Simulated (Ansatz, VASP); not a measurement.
## ZrB2: VASP beside Ansatz

POSCAR

```
ZrB2
1.0
    3.1672097700      0.0000000000      0.0000000000
   -1.5836048800      2.7428841200      0.0000000000
    0.0000000000      0.0000000000      3.5525817900
Zr B
1 2
Direct
    0.0000000000      0.0000000000      0.0000000000
    0.3333333300      0.6666666700      0.5000000000
    0.6666666700      0.3333333300      0.5000000000
```

Contents of INCAR.step1:

```
PREC = Accurate ; ENCUT = 520
ISMEAR = -1 ; SIGMA = 0.1
LREAL = False ; LASPH = True
NELM = 100 ; NBANDS = 16
GGA = PE ; ALGO = Normal
EDIFF = 1E-4 ; LWAVE = True
LCHARG = False
```

The input INCAR.step2:

```
PREC = Accurate ; ENCUT = 520
EDIFF = 1E-6 ; ISMEAR = -1
SIGMA = 0.1 ; LREAL = False
LASPH = True ; NELM = 100
ALGO = Normal ; ISIF = 2
LWAVE = False ; LCHARG = True
METAGGA = R2SCAN ; LMIXTAU = True
LELF = True ; LVHAR = True
NBANDS = 16 ; ISTART = 1
```

KPOINTS

```
Automatic mesh
0
Gamma
  12 12 10
```

Input for Ansatz:

```yaml
crystal:
  lattice:
    - [3.16720977, 0.0, 0.0]
    - [-1.58360488, 2.74288412, 0.0]
    - [0.0, 0.0, 3.55258179]
  atoms:
    - { symbol: Zr, position: [0.0, 0.0, 0.0] }
    - { symbol: B, position: [0.33333333, 0.66666667, 0.5] }
    - { symbol: B, position: [0.66666667, 0.33333333, 0.5] }
  symmetry: { tolerance: 0.0003 }
hamiltonian:
  xc: r2scan
  pseudopotentials: { kind: paw, azcp: { folder: soft_1 } }
basis:
  ecutwfc: 500
magnetization:
  spin_polarized: false
scf:
  occupations: { method: fermi_dirac, width: 0.1 }
kpoints:
  mp_grid: { grid: [12, 12, 10], shift: [0, 0, 0] }
  band_path:
    path:
      - [0.0, 0.0, 0.0]
      - [0.5, 0.0, 0.0]
      - [0.33333333, 0.33333333, 0.0]
      - [0.0, 0.0, 0.0]
      - [0.0, 0.0, 0.5]
      - [0.5, 0.0, 0.5]
      - [0.33333333, 0.33333333, 0.5]
      - [0.0, 0.0, 0.5]
      - [0.5, 0.0, 0.5]
      - [0.5, 0.0, 0.0]
      - [0.33333333, 0.33333333, 0.5]
    npoints: 11
output:
  forces: true
  stress: true
  eigenvalues: true
  bader: true
  populations: true
  elf: true
  write_potential: true
  write_density: true
  volumetric_format: npy
  dos:
    e_range: [-12, 8]
    de: 0.05
    projected: { site_lists: { B: [B], Zr: [Zr] } }
```

Alike in both runs: task single point; functional r2SCAN; k mesh 12 × 12 × 10; occupations fermi-dirac, width 0.1 eV; no spin polarisation.

```csv
,VASP,Ansatz
version,VASP 6.6.1,Ansatz 0.2.0
potentials or method,"VASP PAW PBE potentials, release 64 (Zr_sv, B), cutoff 520 eV",PAW plane waves
valence electrons in the cell,18,18
```

Ansatz gave:

- pressure (GPa): 0.0
- traceless stress, the component that is largest in VASP (GPa): -0.04

What did VASP give for the same quantities?

Pressure (GPa): 0.0; traceless stress, the component that is largest in VASP (GPa): -0.08.

VASP's potentials were made for PBE, not for r2SCAN. With one functional, cell and mesh, what is left measures potentials, basis and numerics.
